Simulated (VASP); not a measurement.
GaN, 4 atoms in the cell. It takes space group P6_3mc (No. 186, hexagonal). The conventional cell has a = 3.180 Å, b = 3.180 Å, c = 5.166 Å, α = 90.00°, β = 90.00°, γ = 120.00°. Within 2.6 Å of Ga (site symmetry 3m) lie 4 N at 1.94 to 1.95 Å. N (site symmetry 3m) has 4 Ga at 1.94 to 1.95 Å within 2.6 Å. 

```yaml
Program: VASP 6.6.1
Task: single point
Functional: PBE
Potentials_or_basis: VASP PAW PBE potentials, release 64 (Ga_d, N)
Cutoff: 600 eV
k_mesh: 12 × 12 × 6
Occupations: gaussian, width 0.01 eV
Spin: no spin polarisation
Dipole_correction: no
Further_INCAR_settings: ALGO = Normal; EDIFF = 1e-06; NBANDS = 26
```

Potentials or basis: VASP PAW PBE potentials, release 64 (Ga_d, N).

The run is started by

```console
$ cat potpaw_PBE.64/Ga_d/POTCAR potpaw_PBE.64/N/POTCAR > POTCAR
$ mpirun -np 1 vasp_std > vasp.out
```

Hardware: 1 thread of Intel(R) Xeon(R) 6975P-C (Granite Rapids) (shared host).

Question: How long does it take, and how much memory?

Answer: Wall time 58 s on 1 thread of Intel(R) Xeon(R) 6975P-C (Granite Rapids) (shared host), peak memory 0.22 GiB. Counts: scf iterations 15, k points 76.
